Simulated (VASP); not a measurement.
Sn2GeP2, 5 atoms in the cell. It takes space group I-4m2 (No. 119, tetragonal). Conventional cell: a = 5.779 Å, b = 5.779 Å, c = 7.937 Å, α = 90.00°, β = 90.00°, γ = 90.00°. Within 3.4 Å of Sn (site symmetry 2mm) lie 1 Sn at 2.49 Å and 4 P at 2.91 to 3.40 Å and 2 Ge at 2.98 Å. Ge (site symmetry -4m2) has 2 P at 2.92 Å and 4 Sn at 2.98 Å within 3.8 Å. P (site symmetry 2mm) has 1 P at 2.10 Å and 2 Sn at 2.91 Å and 1 Ge at 2.92 Å within 3.0 Å. The cell was built from a structure type or drawn by symmetry, and may not be a known phase.

```yaml
Program: VASP 6.6.1
Task: single point
Functional: PBE
Potentials_or_basis: VASP PAW PBE potentials, release 64 (Sn_d, Ge_d, P)
Cutoff: 520 eV
k_mesh: 4 × 4 × 4
Occupations: gaussian, width 0.1 eV
Spin: no spin polarisation
Dipole_correction: no
Further_INCAR_settings: ALGO = Normal; EDIFF = 1e-06; NBANDS = 34
```

Potentials or basis: VASP PAW PBE potentials, release 64 (Sn_d, Ge_d, P).

Command:

```bash
$ cat potpaw_PBE.64/Sn_d/POTCAR potpaw_PBE.64/Ge_d/POTCAR potpaw_PBE.64/P/POTCAR > POTCAR
$ mpirun -np 1 vasp_std > vasp.out
```

Hardware: 1 thread of Intel(R) Xeon(R) 6975P-C (Granite Rapids) (shared host).

Question: Estimate the wall time of this run.

Answer: Wall time 31 s on 1 thread of Intel(R) Xeon(R) 6975P-C (Granite Rapids), on a shared host, peak memory 0.28 GiB. Counts: scf iterations 14, k points 13.
